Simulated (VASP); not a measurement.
# NdMo (P6/mmm) in VASP: single point with PBE

Aim: the single point of NdMo with PBE.

All numbers are computed with VASP 6.6.1; they aren't measurements. Logs are shortened: lines on timing, memory, paths and dates and some standing lists are left out, and cuts for length are marked.

## 1. The cell of the first run

Symmetry: P6/mmm, No. 191, hexagonal system. Conventional cell: a = 4.131 Å, b = 4.131 Å, c = 8.345 Å, α = 90.00°, β = 90.00°, γ = 120.00°. Nd (site symmetry 6mm) has 6 Mo at 3.32 Å and 7 Nd at 3.74 to 4.13 Å within 4.4 Å. Mo (site symmetry -6m2) has 3 Mo at 2.38 Å and 6 Nd at 3.32 Å within 3.4 Å.

The cell was built from a structure type or drawn by symmetry, and may not be a known phase.

## 2. Single point, PBE, collinear spin

INCAR reads:

```
PREC     = Accurate       # precision mode
ENCUT    = 500            # plane-wave cutoff, eV
EDIFF    = 1E-6           # SCF threshold, eV
ISMEAR   = 0              # smearing method
SIGMA    = 0.1            # smearing width, eV
LREAL    = False          # projectors in reciprocal space
LASPH    = True           # aspherical terms in the spheres
NELM     = 200            # most SCF steps
ALGO     = Normal         # electronic algorithm
ISIF     = 2              # what is computed and relaxed
LWAVE    = False          # write WAVECAR
LCHARG   = False          # write CHGCAR
ISPIN    = 2              # spin polarisation
MAGMOM   = 0 0 1 1        # initial moments
LORBIT   = 11             # projections on sites
LMAXMIX  = 6              # l up to which the mixer works
GGA      = PE             # functional
NBANDS   = 37             # bands
GGA_COMPAT= False
```

KPOINTS reads:

```
regular mesh
0
Gamma
  6 6 2
```

POSCAR reads:

```
NdMo
1.0
    4.1308335019      0.0000000000      0.0000000000
   -2.0654167509      3.5774067514      0.0000000000
    0.0000000000      0.0000000000      8.3450079609
Nd Mo
2 2
Direct
    0.0000000000      0.0000000000      0.2238904704
    0.0000000000      0.0000000000      0.7761095296
    0.3333333333      0.6666666667      0.5000000000
    0.6666666667      0.3333333333      0.5000000000
```

Potentials or basis: VASP PAW PBE potentials, release 64 (Nd_3, Mo_sv), 4f in core.

Run with:

```sh
> cat potpaw_PBE.64/Nd_3/POTCAR potpaw_PBE.64/Mo_sv/POTCAR > POTCAR
> mpirun -np 1 vasp_std > vasp.out
```

OUTCAR:

```text
PREC = Accurate
   ENCUT = 500
   EDIFF = 1E-6
   ISMEAR = 0
   LREAL = False
   LASPH = True
   NELM = 200
   ISIF = 2
   ISPIN = 2
   LORBIT = 11
   GGA = PE

 ion  position               nearest neighbor table
   1  0.000  0.000  0.224-   3 3.32   4 3.32   3 3.32   4 3.32   4 3.32   3 3.32   2 3.74
   2  0.000  0.000  0.776-   3 3.32   4 3.32   3 3.32   4 3.32   4 3.32   3 3.32   1 3.74
   3  0.333  0.667  0.500-   4 2.38   4 2.38   4 2.38   1 3.32   2 3.32   2 3.32   1 3.32   2 3.32
                             1 3.32
   4  0.667  0.333  0.500-   3 2.38   3 2.38   3 2.38   1 3.32   2 3.32   1 3.32   2 3.32   1 3.32
                             2 3.32

  LATTYP: Found a hexagonal cell.
 ALAT       =     4.1308335019
 C/A-ratio  =     2.0201753368

  Lattice vectors:

 A1 = (   4.1308335019,   0.0000000000,   0.0000000000)
 A2 = (  -2.0654167509,   3.5774067514,   0.0000000000)
 A3 = (   0.0000000000,   0.0000000000,   8.3450079609)

Analysis of symmetry for initial positions (statically):
=====================================================================
 Subroutine PRICEL returns:
 Original cell was already a primitive cell.

 Routine SETGRP: Setting up the symmetry group for a
 hexagonal supercell.

 Subroutine GETGRP returns: Found 24 space group operations
 (whereof 24 operations were pure point group operations)
 out of a pool of 24 trial point group operations.

The static configuration has the point symmetry D_6h.

Analysis of symmetry for dynamics (positions and initial velocities):
=====================================================================
 Subroutine PRICEL returns:
 Original cell was already a primitive cell.

 Routine SETGRP: Setting up the symmetry group for a
 hexagonal supercell.

 Subroutine GETGRP returns: Found 24 space group operations
 (whereof 24 operations were pure point group operations)
 out of a pool of 24 trial point group operations.

The dynamic configuration has the point symmetry D_6h.

Analysis of structural, dynamic, and magnetic symmetry:
=====================================================================
 Subroutine PRICEL returns:
 Original cell was already a primitive cell.

 Routine SETGRP: Setting up the symmetry group for a
 hexagonal supercell.

 Subroutine GETGRP returns: Found 24 space group operations
 (whereof 24 operations were pure point group operations)
[... 119 lines left out ...]
   LORBIT       =     11    0 simple, 1 ext, 2 COOP (PROOUT), +10 PAW based schemes
   GGA     = PE    functional components
   LHFCALC =     F    Hartree Fock is set to
   AEXX    =    0.0000 exact exchange contribution
   IVDW    =     0    specifies the selected vdW correction
   LEPSILON=     F    determine dielectric tensor
   LRPA    =     F    only Hartree local field effects (RPA)
 spin polarized calculation
 Gauss-broadening in eV      SIGMA  =   0.10
  energy-cutoff  :      500.00
  volume of cell :      123.32
 maximum number of plane-waves:      3149
   NGX = 15   NGY = 15   NGZ = 31

 number of electron      50.0000002 magnetization       0.0286957

 number of electron      50.0000002 magnetization      -0.1800361

 Free energy of the ion-electron system (eV)
  ---------------------------------------------------
  ext. energy  EPLUGINS =         0.00000000
  ---------------------------------------------------
  free energy    TOTEN  =       -29.48432752 eV

  energy without entropy =      -29.44902788  energy(sigma->0) =      -29.46667770

 E-fermi :   4.6133     XC(G=0):  -9.7589

 val. band max:        4.6125882037   @ k =   0.1667   0.0000   0.5000
 cond. band min:       4.6224987691   @ k =   0.3333   0.3333   0.5000
 fundamental gap:      0.0099105654
 Fermi energy:         4.6133279346

 spin component 1

 k-point     1 :       0.0000    0.0000    0.0000
  band No.  band energies     occupation
      1     -56.2648      1.00000
      2     -55.5574      1.00000
      3     -33.6734      1.00000
      4     -33.6605      1.00000
      5     -31.1208      1.00000
      6     -31.1208      1.00000
[... 549 lines left out ...]
     36       8.4932      0.00000
     37       8.9628      0.00000
 Fermi energy:         4.6133279346

 spin component 2

 k-point     1 :       0.0000    0.0000    0.0000
  band No.  band energies     occupation
      1     -56.2679      1.00000
      2     -55.5603      1.00000
      3     -33.6860      1.00000
      4     -33.6730      1.00000
      5     -31.1252      1.00000
      6     -31.1252      1.00000
[... 549 lines left out ...]
     36       8.4630      0.00000
     37       8.9063      0.00000

------------------------ aborting loop because EDIFF is reached ----------------------------------------

  FORCE on cell =-STRESS in cart. coord.  units (eV):
  Direction    XX          YY          ZZ          XY          YZ          ZX
  --------------------------------------------------------------------------------------
  -------------------------------------------------------------------------------------
  Total        0.6180024      0.6180024     -0.0586299      0.0000000     -0.0000000      0.0000000
  in kB        8.0291202      8.0291202     -0.7617224      0.0000000     -0.0000000      0.0000000
  external PRESSURE =       5.0988393 kB  Pullay stress =       0.0000000 kB

 VOLUME and BASIS-vectors are now :
 -----------------------------------------------------------------------------
  energy-cutoff  :      500.00
  volume of cell :      123.32
      direct lattice vectors                 reciprocal lattice vectors
     4.130833502  0.000000000  0.000000000     0.242081894  0.139766047  0.000000000
    -2.065416751  3.577406751  0.000000000     0.000000000  0.279532094  0.000000000
     0.000000000  0.000000000  8.345007961     0.000000000  0.000000000  0.119832121

 POSITION                                       TOTAL-FORCE (eV/Angst)
 -----------------------------------------------------------------------------------
      0.00000      0.00000      1.86837        -0.000000     -0.000000     -0.045399
      0.00000      0.00000      6.47664        -0.000000     -0.000000      0.045399
     -0.00000      2.38494      4.17250         0.000000      0.000000      0.000000
      2.06542      1.19247      4.17250        -0.000000      0.000000      0.000000
 -----------------------------------------------------------------------------------
    total drift:                                0.000000     -0.000000      0.000000

  FREE ENERGIE OF THE ION-ELECTRON SYSTEM (eV)
  ---------------------------------------------------
  free  energy   TOTEN  =       -29.4843275154 eV

  energy  without entropy=      -29.4490278834  energy(sigma->0) =      -29.46667770

 total charge

# of ion       s       p       d       tot
------------------------------------------
    1        2.133   5.811   0.800   8.743
    2        2.133   5.811   0.800   8.743
    3        2.439   6.105   4.253  12.797
    4        2.439   6.105   4.253  12.797
--------------------------------------------------
tot          9.144  23.831  10.106  43.080

 magnetization (x)

# of ion       s       p       d       tot
------------------------------------------
    1       -0.000  -0.003  -0.022  -0.025
    2       -0.000  -0.003  -0.022  -0.025
    3       -0.001  -0.001  -0.003  -0.005
    4       -0.001  -0.001  -0.003  -0.005
--------------------------------------------------
tot         -0.001  -0.009  -0.051  -0.061
```

OSZICAR:

```text
N       E                     dE             d eps       ncg     rms          rms(c)
DAV:   1     0.506639126123E+03    0.50664E+03   -0.26806E+04  2144   0.125E+03
DAV:   2    -0.807382157298E+01   -0.51471E+03   -0.49758E+03  2383   0.381E+02
DAV:   3    -0.304652777684E+02   -0.22391E+02   -0.21784E+02  3259   0.683E+01
DAV:   4    -0.313076100217E+02   -0.84233E+00   -0.83688E+00  2900   0.998E+00
DAV:   5    -0.313273864250E+02   -0.19776E-01   -0.19766E-01  2848   0.142E+00    0.194E+01
DAV:   6    -0.310688315269E+02    0.25855E+00   -0.27619E+01  2390   0.952E+00    0.129E+01
DAV:   7    -0.296751482068E+02    0.13937E+01   -0.51338E+00  2428   0.101E+01    0.443E+00
DAV:   8    -0.294919128975E+02    0.18324E+00   -0.20120E+00  2858   0.302E+00    0.217E+00
DAV:   9    -0.294819454093E+02    0.99675E-02   -0.73270E-02  2689   0.932E-01    0.950E-01
DAV:  10    -0.294812342602E+02    0.71115E-03   -0.18427E-02  2737   0.546E-01    0.418E-01
DAV:  11    -0.294838255787E+02   -0.25913E-02   -0.55266E-03  2852   0.277E-01    0.164E-01
DAV:  12    -0.294842801301E+02   -0.45455E-03   -0.19825E-03  2545   0.154E-01    0.674E-02
DAV:  13    -0.294843248248E+02   -0.44695E-04   -0.26101E-04  2693   0.575E-02    0.194E-02
DAV:  14    -0.294843269016E+02   -0.20768E-05   -0.17339E-05  2720   0.176E-02    0.746E-03
DAV:  15    -0.294843275154E+02   -0.61381E-06   -0.29823E-06  2178   0.827E-03
   1 F= -.29484328E+02 E0= -.29466678E+02  d E =-.352996E-01  mag=    -0.1793
```

Wall time 56 s (1 thread of Intel Xeon 6975P-C (Granite Rapids), shared host); peak memory 0.32 GiB.

Results:

| Property | Result |
| --- | --- |
| Free energy | -29.4843 eV |
| Pressure | 0.5 GPa |
| Largest force | 0.045 eV/Å |
| Net moment | -0.18 μB per cell |
| Site moments | Nd -0.03; Mo -0.01 μB |
| Valence electrons inside the program's atomic spheres | Nd 8.74; Mo 12.80 |

Forces in eV/Å, atoms in the order of the input:
```
Nd   0.000  0.000 -0.045
Nd   0.000  0.000  0.045
Mo   0.000  0.000  0.000
Mo   0.000  0.000  0.000
```

Levels at points of the mesh, in eV from the Fermi level:
Spin up:
```
           k point  band 22  band 23  band 24  band 25  band 26  band 27  band 28  band 29
(0.00, 0.00, 0.00)    -1.49    -1.49    -0.43    -0.28    -0.28     0.78     0.78     1.14
(0.50, 0.00, 0.00)    -1.99    -1.25    -0.76    -0.49     0.07     0.25     1.38     2.08
(0.00, 0.00, 0.50)    -1.45    -1.45    -0.27    -0.27     0.11     0.58     0.58     1.58
(0.50, 0.00, 0.50)    -1.70    -1.25    -1.08    -0.14    -0.08     0.27     0.98     2.05
```
Spin down:
| k point | band 22 | band 23 | band 24 | band 25 | band 26 | band 27 | band 28 | band 29 |
| --- | --- | --- | --- | --- | --- | --- | --- | --- |
| (0.00, 0.00, 0.00) | -1.50 | -1.50 | -0.52 | -0.29 | -0.29 | 0.77 | 0.77 | 1.11 |
| (0.50, 0.00, 0.00) | -2.02 | -1.26 | -0.77 | -0.51 | -0.03 | 0.22 | 1.34 | 2.02 |
| (0.00, 0.00, 0.50) | -1.45 | -1.45 | -0.28 | -0.28 | 0.05 | 0.57 | 0.57 | 1.55 |
| (0.50, 0.00, 0.50) | -1.73 | -1.25 | -1.11 | -0.18 | -0.09 | 0.19 | 0.91 | 2.03 |

Caveat: the k points lie up to 0.38 Å⁻¹ apart; the magnetic or orbital state may not be the lowest; spin-orbit coupling is left out, which moves the levels of the heavy elements; the 4f electrons are frozen in the core, so they carry no moment and show no levels.
